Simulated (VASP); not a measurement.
# TaNb2O5 (C2/m) in VASP: notebook

TaNb2O5 is run at these levels: PBE; tasks: single point, relaxation of cell and atoms.

Program: VASP 6.6.1. These are calculated values, not measurements. Logs are shortened: lines on timing, memory, paths and dates and some standing lists are left out, and cuts for length are marked.

## Step 1: The cell of the first run

Symmetry: C2/m, No. 12, monoclinic system. Conventional cell: a = 9.145 Å, b = 4.220 Å, c = 6.647 Å, α = 90.00°, β = 132.87°, γ = 90.00°. Ta (site symmetry 2/m) has 6 O at 1.97 to 2.15 Å within 2.6 Å. Nb (site symmetry m) has 6 O at 2.04 to 2.25 Å and 1 Nb at 2.69 Å within 2.7 Å. Within 2.8 Å of O (site symmetry 2/m) lie 2 Ta at 2.11 Å and 2 Nb at 2.21 Å. O (site symmetry m) has 3 Nb at 2.11 to 2.25 Å and 1 Ta at 2.15 Å within 2.8 Å. Within 2.6 Å of O (site symmetry m) lie 1 Ta at 1.97 Å and 2 Nb at 2.04 to 2.13 Å.

## Step 2: Single point, PBE

File INCAR:

```
  ALGO = Normal
  EDIFF = 1E-6
  ENCUT = 520
  GGA = PE
  ISIF = 2
  ISMEAR = 0
  LASPH = True
  LCHARG = True
  LELF = True
  LREAL = False
  LVHAR = True
  LWAVE = False
  NBANDS = 44
  NELM = 80
  PREC = Accurate
  SIGMA = 0.15
```

File KPOINTS:

```
k-points
0
Gamma
  3 3 3
```

File POSCAR:

```
TaNb2O5
1.0
    4.8713485706     -2.1098137751      0.0238700066
    4.8713485706      2.1098137751      0.0238700066
   -4.8467497613      0.0000000000      4.5485975348
Ta Nb O
1 2 5
Direct
    0.0000000000      0.0000000000      0.0000000000
    0.8127339896      0.8127339896      0.2274221310
    0.1872660104      0.1872660104      0.7725778690
    0.5000000000      0.5000000000      0.0000000000
    0.3021834591      0.3021834591      0.2128804677
    0.6978165409      0.6978165409      0.7871195323
    0.0959647991      0.0959647991      0.3828064816
    0.9040352009      0.9040352009      0.6171935184
```

Potentials or basis: VASP PAW PBE potentials, release 64 (Ta_pv, Nb_sv, O).

Command:

```bash
$ cat potpaw_PBE.64/Ta_pv/POTCAR potpaw_PBE.64/Nb_sv/POTCAR potpaw_PBE.64/O/POTCAR > POTCAR
$ mpirun -np 1 vasp_std > vasp.out
```

OUTCAR:

```text
EDIFF = 1E-6
   ENCUT = 520
   GGA = PE
   ISIF = 2
   ISMEAR = 0
   LASPH = True
   LREAL = False
   NELM = 80
   PREC = Accurate

 ion  position               nearest neighbor table
   1  0.000  0.000  0.000-   7 1.97   8 1.97   4 2.11   4 2.11   5 2.15   6 2.15   3 3.06   2 3.06
                             3 3.06   2 3.06   2 3.10   3 3.10
   2  0.813  0.813  0.227-   8 2.04   5 2.11   5 2.11   7 2.13   4 2.21   6 2.25   3 2.69   1 3.06
                             1 3.06   1 3.10
   3  0.187  0.187  0.773-   7 2.04   6 2.11   6 2.11   8 2.13   4 2.21   5 2.25   2 2.69   1 3.06
                             1 3.06   1 3.10
   4  0.500  0.500  0.000-   1 2.11   1 2.11   2 2.21   3 2.21
   5  0.302  0.302  0.213-   2 2.11   2 2.11   1 2.15   3 2.25
   6  0.698  0.698  0.787-   3 2.11   3 2.11   1 2.15   2 2.25
   7  0.096  0.096  0.383-   1 1.97   3 2.04   2 2.13
   8  0.904  0.904  0.617-   1 1.97   2 2.04   3 2.13

  Warning from LATTYP: Got some problem with cell dimensions!
  Tried to take original basis but could not verify dimensions!
  LATTYP: Found a base centered monoclinic cell.
 ALAT       =     9.1450674177
 B/A-ratio  =     0.4614102179
 C/A-ratio  =     0.7268243972
 COS(beta)  =    -0.6803902882

  Lattice vectors:

 A1 = (  -0.0245988093,   2.1098137751,  -4.5724675414)
 A2 = (  -0.0245988093,  -2.1098137751,  -4.5724675414)
 A3 = (  -4.8467497613,   0.0000000000,   4.5485975348)

Analysis of symmetry for initial positions (statically):
=====================================================================
 Subroutine PRICEL returns:
 Original cell was already a primitive cell.

 Routine SETGRP: Setting up the symmetry group for a
 base centered monoclinic supercell.

 Subroutine GETGRP returns: Found  4 space group operations
 (whereof  4 operations were pure point group operations)
 out of a pool of  4 trial point group operations.

The static configuration has the point symmetry C_2h.

Analysis of symmetry for dynamics (positions and initial velocities):
=====================================================================
 Subroutine PRICEL returns:
 Original cell was already a primitive cell.

 Routine SETGRP: Setting up the symmetry group for a
 base centered monoclinic supercell.

 Subroutine GETGRP returns: Found  4 space group operations
 (whereof  4 operations were pure point group operations)
 out of a pool of  4 trial point group operations.

The dynamic configuration has the point symmetry C_2h.

 Subroutine INISYM returns: Found  4 space group operations
 (whereof  4 operations are pure point group operations),
 and found     1 'primitive' translations

----------------------------------------------------------------------------------------

                                     Primitive cell

  volume of cell :      93.9859

  direct lattice vectors                    reciprocal lattice vectors
     4.871348571 -2.109813775  0.023870007     0.102107849 -0.236987741  0.108800831
     4.871348571  2.109813775  0.023870007     0.102107849  0.236987741  0.108800831
    -4.846749761  0.000000000  4.548597535    -0.001071678  0.000000000  0.218706060

  length of vectors
     5.308664695  5.308664695  6.646858114     0.280047894  0.280047894  0.218708686

  position of ions in fractional coordinates (direct lattice)
     0.000000000  0.000000000  0.000000000
     0.812733990  0.812733990  0.227422131
     0.187266010  0.187266010  0.772577869
     0.500000000  0.500000000  0.000000000
     0.302183459  0.302183459  0.212880468
     0.697816541  0.697816541  0.787119532
     0.095964799  0.095964799  0.382806482
     0.904035201  0.904035201  0.617193518

  ion indices of the primitive-cell ions
   primitive index   ion index
                 1           1
                 2           2
                 3           3
                 4           4
                 5           5
                 6           6
                 7           7
                 8           8

----------------------------------------------------------------------------------------

 KPOINTS: k-points

Automatic generation of k-mesh.
 Grid dimensions read from file:
 generate k-points for:    3    3    3

 Generating k-lattice:

  Cartesian coordinates                     Fractional coordinates (reciprocal lattice)
     0.034035950 -0.078995914  0.036266944     0.333333333 -0.000000000 -0.000000000
     0.034035950  0.078995914  0.036266944    -0.000000000  0.333333333 -0.000000000
    -0.000357226  0.000000000  0.072902020     0.000000000  0.000000000  0.333333333

  Length of vectors
     0.093349298  0.093349298  0.072902895

  Shift w.r.t. Gamma in fractional coordinates (k-lattice)
     0.000000000  0.000000000  0.000000000

 Subroutine IBZKPT returns following result:
 ===========================================

 Found     10 irreducible k-points:

 Following reciprocal coordinates:
            Coordinates               Weight
  0.000000  0.000000  0.000000      1.000000
  0.333333  0.000000 -0.000000      4.000000
  0.333333  0.333333 -0.000000      2.000000
 -0.333333  0.333333  0.000000      2.000000
  0.000000  0.000000  0.333333      2.000000
  0.333333 -0.000000  0.333333      4.000000
 -0.333333 -0.000000  0.333333      4.000000
  0.333333  0.333333  0.333333      2.000000
 -0.333333  0.333333  0.333333      4.000000
 -0.333333 -0.333333  0.333333      2.000000
   k-points           NKPTS =     10   k-points in BZ     NKDIM =     10   number of bands    NBANDS=     44
   number of dos      NEDOS =    301   number of ions     NIONS =      8
   total plane-waves  NPLWV =  80000
   dimension x,y,z NGX =    40 NGY =   40 NGZ =   50
   dimension x,y,z NGXF=    80 NGYF=   80 NGZF=  100
   ions per type =               1   2   5
   NGX,Y,Z   is equivalent  to a cutoff of  12.53, 12.53, 12.51 a.u.
   NGXF,Y,Z  is equivalent  to a cutoff of  25.05, 25.05, 25.01 a.u.
 SYSTEM =  unknown system
   PREC   = accura    normal or accurate (medium, high low for compatibility)
   ISTART =      0    job   : 0-new  1-cont  2-samecut
   ICHARG =      2    charge: 1-file 2-atom 10-const
   ISPIN  =      1    spin polarized calculation?
   LNONCOLLINEAR =      F non collinear calculations
   LSORBIT =      F    spin-orbit coupling
   LASPH  =      T    aspherical Exc in radial PAW
   ENCUT  =  520.0 eV  38.22 Ry    6.18 a.u.   9.87  9.87 12.36*2*pi/ulx,y,z
   NELM   =     80;   NELMIN=  2; NELMDL= -5     # of ELM steps
   EDIFF  = 0.1E-05   stopping-criterion for ELM
   LREAL  =      F    real-space projection
   EDIFFG = 0.1E-04   stopping-criterion for IOM
   NSW    =      0    number of steps for IOM
   IBRION =     -1    ionic relax: 0-MD 1-quasi-New 2-CG
   NFREE  =      0    steps in history (QN), initial steepest desc. (CG)
   ISIF   =      2    stress and relaxation
   ISYM   =      2    0-nonsym 1-usesym 2-fastsym
   POTIM  = 0.5000    time-step for ionic-motion
   TEBEG  =    0.0;   TEEND  =   0.0 temperature during run
   PSTRESS=    0.0 pullay stress
   NELECT =      67.0000    total number of electrons
   NUPDOWN=      -1.0000    fix difference up-down
   EMIN   =  10.00;   EMAX   =-10.00  energy-range for DOS
   EFERMI =   0.00;   METHOD = LEGACY
   ISMEAR =     0;   SIGMA  =   0.15  broadening in eV -4-tet -1-fermi 0-gaus
   EFERMI_NEDOS =   21; number of points for ismear=-14 and -15
   IALGO  =     38    algorithm
   IMIX   =      4    mixing-type and parameters
     AMIX     =   0.40;   BMIX     =  1.00
     AMIX_MAG =   1.60;   BMIX_MAG =  1.00
  volume/ion in A,a.u.               =      11.75        79.28
  Fermi-wavevector in a.u.,A,eV,Ry     =   1.462443  2.763616 29.099315  2.138739
  Thomas-Fermi vector in A             =   2.578656
   LORBIT       =      0    0 simple, 1 ext, 2 COOP (PROOUT), +10 PAW based schemes
   GGA     = PE    functional components
   LHFCALC =     F    Hartree Fock is set to
   AEXX    =    0.0000 exact exchange contribution
   IVDW    =     0    specifies the selected vdW correction
   LEPSILON=     F    determine dielectric tensor
   LRPA    =     F    only Hartree local field effects (RPA)
 non-spin polarized calculation
 Gauss-broadening in eV      SIGMA  =   0.15
  energy-cutoff  :      520.00
  volume of cell :       93.99
 maximum number of plane-waves:      2547
   NGX = 19   NGY = 19   NGZ = 25

 number of electron      67.0000008 magnetization

 Free energy of the ion-electron system (eV)
  ---------------------------------------------------
  ext. energy  EPLUGINS =         0.00000000
  ---------------------------------------------------
  free energy    TOTEN  =       -75.50532677 eV

  energy without entropy =      -75.46600126  energy(sigma->0) =      -75.48566401

 E-fermi :   8.1881     XC(G=0): -11.6887

 val. band max:        8.1367291544   @ k =   0.3333  -0.0000   0.3333
 cond. band min:       8.2211638360   @ k =  -0.3333  -0.0000   0.3333
 fundamental gap:      0.0844346815
 Fermi energy:         8.1881396034

 k-point     1 :       0.0000    0.0000    0.0000
  band No.  band energies     occupation
      1     -48.0739      2.00000
      2     -47.9257      2.00000
      3     -28.4364      2.00000
      4     -28.2118      2.00000
      5     -28.1767      2.00000
      6     -24.5926      2.00000
[... 36 lines left out ...]
     43      11.3535      0.00000
     44      11.5463      0.00000

 k-point     2 :       0.3333    0.0000   -0.0000
  band No.  band energies     occupation
      1     -48.0572      2.00000
      2     -47.9407      2.00000
      3     -28.4357      2.00000
      4     -28.2577      2.00000
      5     -28.1805      2.00000
      6     -24.5843      2.00000
[... 36 lines left out ...]
     43      12.5521      0.00000
     44      13.1281      0.00000

 k-point     3 :       0.3333    0.3333   -0.0000
  band No.  band energies     occupation
      1     -48.0453      2.00000
      2     -47.9549      2.00000
      3     -28.4364      2.00000
      4     -28.2136      2.00000
      5     -28.1750      2.00000
      6     -24.5180      2.00000
[... 318 lines left out ...]
     43      12.7130      0.00000
     44      13.2190      0.00000

 k-point    10 :      -0.3333   -0.3333    0.3333
  band No.  band energies     occupation
      1     -48.0738      2.00000
      2     -47.9259      2.00000
      3     -28.4319      2.00000
      4     -28.2133      2.00000
      5     -28.1748      2.00000
      6     -24.5773      2.00000
[... 36 lines left out ...]
     43      11.3277      0.00000
     44      11.8245      0.00000

------------------------ aborting loop because EDIFF is reached ----------------------------------------

  FORCE on cell =-STRESS in cart. coord.  units (eV):
  Direction    XX          YY          ZZ          XY          YZ          ZX
  --------------------------------------------------------------------------------------
  -------------------------------------------------------------------------------------
  Total        0.5219309      0.1478663      0.1063011      0.0000000      0.0000000     -0.0288286
  in kB        8.8973587      2.5206767      1.8121159      0.0000000      0.0000000     -0.4914405
  external PRESSURE =       4.4100504 kB  Pullay stress =       0.0000000 kB

 VOLUME and BASIS-vectors are now :
 -----------------------------------------------------------------------------
  energy-cutoff  :      520.00
  volume of cell :       93.99
      direct lattice vectors                 reciprocal lattice vectors
     4.871348571 -2.109813775  0.023870007     0.102107849 -0.236987741  0.108800831
     4.871348571  2.109813775  0.023870007     0.102107849  0.236987741  0.108800831
    -4.846749761  0.000000000  4.548597535    -0.001071678  0.000000000  0.218706060

 POSITION                                       TOTAL-FORCE (eV/Angst)
 -----------------------------------------------------------------------------------
      0.00000      0.00000      0.00000         0.000000      0.000000      0.000000
      6.81596      0.00000      1.07325        -0.002421      0.000000      0.013179
     -1.92002      0.00000      3.52309         0.002421      0.000000     -0.013179
      4.87135      0.00000      0.02387        -0.000000      0.000000      0.000000
      1.91230      0.00000      0.98273         0.028334      0.000000     -0.010678
      2.98364      0.00000      3.61360        -0.028334      0.000000      0.010678
     -0.92041      0.00000      1.74581        -0.069516      0.000000      0.071134
      5.81636      0.00000      2.85052         0.069516      0.000000     -0.071134
 -----------------------------------------------------------------------------------
    total drift:                                0.000000     -0.000000      0.000000

  FREE ENERGIE OF THE ION-ELECTRON SYSTEM (eV)
  ---------------------------------------------------
  free  energy   TOTEN  =       -75.5053267705 eV

  energy  without entropy=      -75.4660012551  energy(sigma->0) =      -75.48566401
```

Run time: 35 s. Hardware: 1 thread of Intel Xeon 6975P-C (Granite Rapids), shared host; peak memory 0.27 GiB.

Results:

| Property | Result |
| --- | --- |
| Free energy | -75.5053 eV |
| Pressure | 0.4 GPa |
| Largest force | 0.099 eV/Å |

Forces on the atoms (eV/Å):
```
Ta   0.000  0.000  0.000
Nb  -0.002  0.000  0.013
Nb   0.002  0.000 -0.013
O    0.000  0.000  0.000
O    0.028  0.000 -0.011
O   -0.028  0.000  0.011
O   -0.070  0.000  0.071
O    0.070  0.000 -0.071
```

Caveat: the k points lie up to 0.59 Å⁻¹ apart; spin-orbit coupling is left out, which moves the levels of the heavy elements; an odd number of electrons without spin polarisation forces a metal; a magnetic or distorted state may lie lower.

[end of part 1 of 2]
